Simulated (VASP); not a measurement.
Runs of VASP 6.6.1 on Ru. The structure is that of space group Im-3m (No. 229), or close to it. The cells are those of the table. 

```csv
task,cell,k mesh,cutoff (eV),gap on the mesh (eV),pressure (GPa),relaxed volume (Å³/atom)
single point,"a = 2.614 Å, angles 109.5°, 1 atom",20 × 20 × 20,520,none,0.0,-
relaxation of cell and atoms,"relaxed from a = 2.583 Å, angles 109.5°, 1 atom",10 × 10 × 10,600,none,-0.4,(a)
single point,"a = 2.614 Å, angles 109.5°, 1 atom",10 × 10 × 10,520,none,(b),-
single point,"a = 2.583 Å, angles 109.5°, 1 atom",8 × 8 × 8,520,none,11.6,-
relaxation of cell and atoms,"relaxed from a = 2.614 Å, angles 109.5°, 1 atom",20 × 20 × 20,600,none,0.1,13.74
```

Alike in all rows: level PBEsol; potentials or basis VASP PAW PBE potentials, release 64 (Ru_pv); no spin polarisation; smearing gaussian 0.1 eV.

Question: Fill in the values left out.

Answer: (a) 13.76; (b) -0.1.

Caveats: some runs use coarse meshes; the PAW data sets were made with another functional, which shifts forces and pressure a little.

A k mesh can miss the band edges, and the runs leave out spin-orbit coupling on Ru.

A gap of «none» marks levels without a gap at the run's occupations.
